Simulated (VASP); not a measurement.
Here is a VASP 6.6.1 calculation.

Contents of INCAR:

```
SYSTEM = BaMg2GeS4
PREC = Accurate
ENCUT = 520
EDIFF = 1E-7
ISMEAR = -1
SIGMA = 0.1
LREAL = .FALSE.
LASPH = .TRUE.
NELM = 80
ALGO = Normal
ISIF = 2
LWAVE = .FALSE.
LCHARG = .FALSE.
GGA = PE
NBANDS = 36
```

Contents of KPOINTS:

```
regular mesh
0
G
  7 7 7
  0 0 0
```

File POSCAR:

```
BaMg2GeS4
1.0
   -3.3490890000      3.3490890000      3.9322850000
    3.3490890000     -3.3490890000      3.9322850000
    3.3490890000      3.3490890000     -3.9322850000
Ge Mg S Ba
1 2 4 1
Direct
    0.5000000000      0.5000000000      0.0000000000
    0.7500000000      0.2500000000      0.5000000000
    0.2500000000      0.7500000000      0.5000000000
    0.5323000000      0.5323000000      0.3766000000
    0.4677000000      0.8443000000      0.0000000000
    0.1557000000      0.1557000000      0.6234000000
    0.8443000000      0.4677000000      0.0000000000
    0.0000000000      0.0000000000      0.0000000000
```

Potentials or basis: VASP PAW PBE potentials, release 64 (Ge_d, Mg, S, Ba_sv).

Launch:

```console
$ cat potpaw_PBE.64/Ge_d/POTCAR potpaw_PBE.64/Mg/POTCAR potpaw_PBE.64/S/POTCAR potpaw_PBE.64/Ba_sv/POTCAR > POTCAR
$ mpirun -np 1 vasp_std > vasp.out
```

Q: What does it give for the pressure?

A: 7.1 GPa.

Q: Predict the band gap on the k mesh.

A: Zero (band 26 reaches 6.08 eV, above the bottom of band 27 at 5.71 eV).

Q: What does it give for the largest force?

A: 1.940 eV/Å.

Forces in eV/Å, atoms in the order of the input:
```
Ge   0.000  0.000  0.000
Mg   0.000  0.000  0.000
Mg   0.000  0.000  0.000
S    1.058  1.058 -1.235
S    1.058 -1.058  1.235
S   -1.058 -1.058 -1.235
S   -1.058  1.058  1.235
Ba   0.000  0.000  0.000
```

Caveat: spin-orbit coupling is left out, which moves the levels of the heavy elements; forces of over 1 eV/Å act on the atoms, so gaps and moduli don't describe the material at rest.
